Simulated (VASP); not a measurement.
A run of VASP 6.6.1 is set up as follows.

INCAR

```
PREC = Accurate ; ENCUT = 520
EDIFF = 1E-7 ; ISMEAR = 0
SIGMA = 0.05 ; LREAL = False
LASPH = True ; NELM = 60
ALGO = Normal ; ISIF = 2
LWAVE = False ; LCHARG = False
GGA = PE ; NBANDS = 19
```

The input KPOINTS:

```
regular mesh
0
Gamma
  6 6 6
```

File POSCAR:

```
SrCl2
1.0
    0.0000000000      3.6249200000      3.3460800000
    3.6249200000      0.0000000000      3.3460800000
    3.6249200000      3.6249200000      0.0000000000
Sr Cl
1 2
Direct
    0.0000000000      0.0000000000      0.0000000000
    0.2500000000      0.2500000000      0.2500000000
    0.7500000000      0.7500000000      0.7500000000
```

Potentials or basis: VASP PAW PBE potentials, release 64 (Sr_sv, Cl).

Launch:

```sh
$ cat potpaw_PBE.64/Sr_sv/POTCAR potpaw_PBE.64/Cl/POTCAR > POTCAR
$ mpirun -np 1 vasp_std > vasp.out
```

**Question.** What does it give for the pressure?

**Answer.** -0.1 GPa.

**Question.** Estimate the band gap on the k mesh.

**Answer.** 4.72 eV (least direct gap 4.97 eV).

Stress tensor (GPa, compression positive):
```
-1.48  0.00  0.00
 0.00 -1.48  0.00
 0.00  0.00  2.60
```

Caveat: the cell differs from its parent crystal (strain +0.040 along x and y, -0.040 along z). A k mesh can miss the band edges.
